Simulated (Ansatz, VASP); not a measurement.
# Rh in VASP and in Ansatz

```
Rh
1.0
     2.50025    0.00000    0.00000
     0.00000    2.50025    0.00000
     0.00000    0.00000    2.56175
Rh
1
Direct
  0.00000 0.00000 0.00000
```

Alike in both runs: task relaxation of cell and atoms; functional PBE; k mesh 22 × 22 × 22; occupations gaussian, width 0.1 eV; no spin polarisation.

|  | VASP | Ansatz |
| --- | --- | --- |
| version | VASP 6.6.1 | Ansatz 0.2.0 |
| potentials or method | VASP PAW PBE potentials, release 64 (Rh_pv), cutoff 600 eV | scalar-relativistic, plane waves, PAW |
| valence electrons in the cell | 15 | 17 |

```csv
,VASP,Ansatz,Ansatz less VASP
"gap on the k mesh at the Fermi level, each at its own relaxed structure (eV)",none,none,-
relaxed volume (Å³/atom),16.29,16.30,+0.010
relaxed cell length with the largest relative difference (Å),2.535,2.536,+0.0006
```

A gap of «none» marks a metal or a gap that the smearing closes. VASP's potentials hold 15 valence electrons a cell and Ansatz's 17, so a difference there can come from the potentials and not from the codes.
